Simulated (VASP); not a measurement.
B, 2 atoms in the cell. The structure is hexagonal, space group P6_3/mmc (No. 194). Conventional cell: a = 1.707 Å, b = 1.707 Å, c = 7.137 Å, α = 90.00°, β = 90.00°, γ = 120.00°. B (site symmetry -6m2) has 6 B at 1.71 Å within 2.3 Å. 

| Property | Result |
| --- | --- |
| Program | VASP 6.6.1 |
| Task | relaxation of cell and atoms |
| Functional | PBEsol |
| Potentials or basis | VASP PAW PBE potentials, release 64 (B) |
| Cutoff | 600 eV |
| k mesh | 36 × 36 × 8 |
| Occupations | gaussian, width 0.1 eV |
| Spin | no spin polarisation |
| Dipole correction | no |
| Further INCAR settings | ALGO = Normal; EDIFF = 1e-06; IBRION = 2; EDIFFG = -0.01; NSW = 100; ISIF = 3 |

Potentials or basis: VASP PAW PBE potentials, release 64 (B).

Run with:

```console
$ cat potpaw_PBE.64/B/POTCAR > POTCAR
$ mpirun -np 1 vasp_std > vasp.out
```

Hardware: 1 thread of Intel Xeon 6975P-C, on a shared host.

Estimate the wall time of this run.

Wall time 2.3 min on 1 thread of Intel Xeon 6975P-C, with other jobs on the host, peak memory 0.2 GiB. Counts: scf iterations 32, k points 635, ion steps 6.
